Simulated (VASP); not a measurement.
Mg4Se:

```xyz
5
Lattice="-2.3093 2.3093 4.2308 2.3093 -2.3093 4.2308 2.3093 2.3093 -4.2308" Properties=species:S:1:pos:R:3 pbc="T T T"
Mg    0.0000    0.0000    6.3306
Mg    0.0000    2.3093    0.0000
Mg    2.3093    0.0000    0.0000
Mg    0.0000    0.0000    2.1310
Se    0.0000    0.0000    0.0000
```

The cell was generated, and may not be a known phase.

```yaml
Program: VASP 6.6.1
Task: relaxation of cell and atoms
Functional: PBE
Potentials_or_basis: VASP PAW PBE potentials, release 64 (Mg, Se)
Cutoff: 600 eV
k_mesh: 6 × 6 × 6
Occupations: gaussian, width 0.1 eV
Spin: no spin polarisation
```

At the start: pressure 30.8 GPa; volume 18.05 Å³/atom.

Task: Where does the relaxation end?

Result: Over 18 steps the energy falls by 704.3 meV/atom and the volume is 25.49 Å³/atom (+41.2 %); space group I4/mmm (No. 139, to 0.1 Å) before and after.

The path:
| step | energy change (eV) | largest force (eV/Å) | pressure (GPa) | volume (Å³) |
| --- | --- | --- | --- | --- |
| 1 | 0.0000 | 4.9398 | 30.81 | 90.25 |
| 2 | -3.2731 | 0.1790 | -2.29 | 143.21 |
| 3 | -3.4044 | 0.0756 | 1.15 | 126.47 |
| 4 | -3.4116 | 0.0058 | 0.26 | 129.72 |
| 5 | -3.4116 | 0.0148 | 0.48 | 128.84 |
| 6 | -3.4446 | 0.0689 | 0.02 | 130.27 |
| 7 | -3.4687 | 0.2089 | -0.73 | 133.07 |
| 8 | -3.4836 | 0.2508 | -0.25 | 130.81 |
| 9 | -3.4887 | 0.3016 | 0.26 | 128.63 |
| 10 | -3.5031 | 0.1755 | 0.22 | 128.27 |
| 11 | -3.5108 | 0.0952 | 0.22 | 127.42 |
| 12 | -3.5121 | 0.0270 | 0.22 | 127.64 |
| 13 | -3.5157 | 0.0218 | -0.14 | 128.88 |
| 14 | -3.5161 | 0.0185 | -0.32 | 129.54 |
| 15 | -3.5190 | 0.0234 | -0.23 | 129.11 |
| 16 | -3.5205 | 0.0735 | -0.12 | 128.61 |
| 17 | -3.5215 | 0.0542 | 0.03 | 127.95 |
| 18 | -3.5217 | 0.0384 | 0.15 | 127.44 |

Final structure:
```
Mg Se
1.0
    -2.67498    2.67498    4.45252
     2.67498   -2.67498    4.45252
     2.67498    2.67498   -4.45252
Mg Se
4 1
Direct
  0.70741 0.70741 0.00000
  0.50000 0.00000 0.50000
  0.00000 0.50000 0.50000
  0.29259 0.29259 0.00000
  0.00000 0.00000 0.00000
```

Caveat: the volume moved by over 15 % at a fixed basis, so the end points are rough.
